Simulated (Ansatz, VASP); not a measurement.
# One calculation of KI, two programs

Contents of POSCAR:

```
KI
1.0
    4.2909401063      0.0000000000      0.0000000000
    0.0000000000      4.2909401063      0.0000000000
    0.0000000000      0.0000000000      4.2909401063
K I
1 1
Direct
    0.0000000000      0.0000000000      0.0000000000
    0.5000000000      0.5000000000      0.5000000000
```

File INCAR.step1:

```
PREC = Accurate
ENCUT = 520
ISMEAR = 0
SIGMA = 0.01
LREAL = False
LASPH = True
NELM = 100
NBANDS = 15
GGA = PE
ALGO = Normal
EDIFF = 1E-4
LWAVE = True
LCHARG = False
```

INCAR.step2

```
PREC = Accurate
ENCUT = 520
EDIFF = 1E-7
ISMEAR = 0
SIGMA = 0.01
LREAL = False
LASPH = True
NELM = 100
ALGO = Normal
ISIF = 2
LWAVE = False
LCHARG = True
METAGGA = R2SCAN
LMIXTAU = True
LELF = True
LVHAR = True
NBANDS = 15
ISTART = 1
```

File KPOINTS:

```
Automatic mesh
0
Gamma
  4 4 4
```

Input for Ansatz:

```yaml
crystal:
  lattice:
    - [4.2909401063, 0.0, 0.0]
    - [0.0, 4.2909401063, 0.0]
    - [0.0, 0.0, 4.2909401063]
  atoms:
    - { symbol: K, position: [0.0, 0.0, 0.0] }
    - { symbol: I, position: [0.5, 0.5, 0.5] }
kpoints:
  mp_grid: { grid: [4, 4, 4] }
hamiltonian:
  xc: r2scan
scf:
  occupations: { method: fixed }
  n_extra_bands: 4
output:
  forces: true
  stress: true
  eigenvalues: true
```

Alike in both runs: task single point; functional r2SCAN; k mesh 4 × 4 × 4; no spin polarisation.

|  | VASP | Ansatz |
| --- | --- | --- |
| version | VASP 6.6.1 | Ansatz 0.2.0 |
| potentials or method | VASP PAW PBE potentials, release 64 (K_sv, I) | plane waves, PAW |
| plane-wave cutoff (eV) | 520 | 500 |
| occupations | gaussian, width 0.01 eV | fixed |
| valence electrons in the cell | 16 | 26 |

|  | VASP | Ansatz | Ansatz less VASP |
| --- | --- | --- | --- |
| gap on the k mesh at the Fermi level (eV) | 4.04 | 4.04 | +0.002 |
| pressure (GPa) | 0.1 | 0.1 | +0.01 |

VASP's potentials were made for PBE, not for r2SCAN. VASP's potentials hold 16 valence electrons a cell and Ansatz's 26, so a difference there can come from the potentials and not from the codes.

Neither program's run includes spin-orbit coupling.
